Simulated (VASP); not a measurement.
A run of VASP 6.6.1:

INCAR

```
SYSTEM = Zn
  PREC = Accurate
  ENCUT = 600
  EDIFF = 1E-6
  ISMEAR = -1
  SIGMA = 0.1
  LREAL = .FALSE.
  LASPH = .TRUE.
  NELM = 100
  ALGO = Normal
  ISIF = 8
  LWAVE = .FALSE.
  LCHARG = .FALSE.
  GGA = PS
  IBRION = 2
  NSW = 60
  EDIFFG = -0.01
```

KPOINTS

```
Automatic mesh
0
G
  11 11 5
  0 0 0
```

File POSCAR:

```
Zn
1.0
    2.6700000000      0.0000000000      0.0000000000
   -1.3350000000      2.3122878300      0.0000000000
    0.0000000000      0.0000000000      4.9660000000
Zn
2
Direct
    0.3333333333      0.6666666667      0.2500000000
    0.6666666667      0.3333333333      0.7500000000
```

Potentials or basis: VASP PAW PBE potentials, release 64 (Zn).

The run is started by

```sh
$ cat potpaw_PBE.64/Zn/POTCAR > POTCAR
$ mpirun -np 1 vasp_std > vasp.out
```

Hardware: 1 thread of Intel(R) Xeon(R) Platinum 8488C (Sapphire Rapids) (shared host).

How long does it take, and how much memory?

Wall time 36 s on 1 thread of Intel(R) Xeon(R) Platinum 8488C (Sapphire Rapids) (shared host), peak memory 0.17 GiB. Counts: scf iterations 26, k points 48, ion steps 3.
